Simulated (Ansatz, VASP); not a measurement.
## Two plane-wave programs on Re

```xyz
2
Lattice="2.7504 0.0000 0.0000 -1.3752 2.3819 0.0000 0.0000 0.0000 4.4432" Properties=species:S:1:pos:R:3 pbc="T T T"
Re    0.0000    1.5879    1.1108
Re    1.3752    0.7940    3.3324
```

Alike in both runs: functional PBEsol; k mesh 18 × 18 × 10; occupations gaussian, width 0.1 eV; no spin polarisation.

Ansatz relaxed the structure, and its values are those at the end. VASP's run is a single point on that final structure, the one shown.

|  | VASP | Ansatz |
| --- | --- | --- |
| version | VASP 6.6.1 | Ansatz 0.2.0 |
| potentials or method | VASP PAW PBE potentials, release 64 (Re), cutoff 520 eV | scalar-relativistic, plane waves, PAW |
| valence electrons in the cell | 14 | 30 |

```tsv
	VASP	Ansatz	Ansatz less VASP
gap on the k mesh at the Fermi level (eV)	none	none	-
pressure (GPa)	0.0	0.0	0.00
```

VASP's potentials were made for PBE, not for PBEsol. A gap of «none» marks a metal or a gap that the smearing closes. The functional is the same, so the differences come from potentials, cutoffs and numerics. VASP's potentials hold 14 valence electrons a cell and Ansatz's 30, so a difference there can come from the potentials and not from the codes.

Spin-orbit coupling is off throughout.
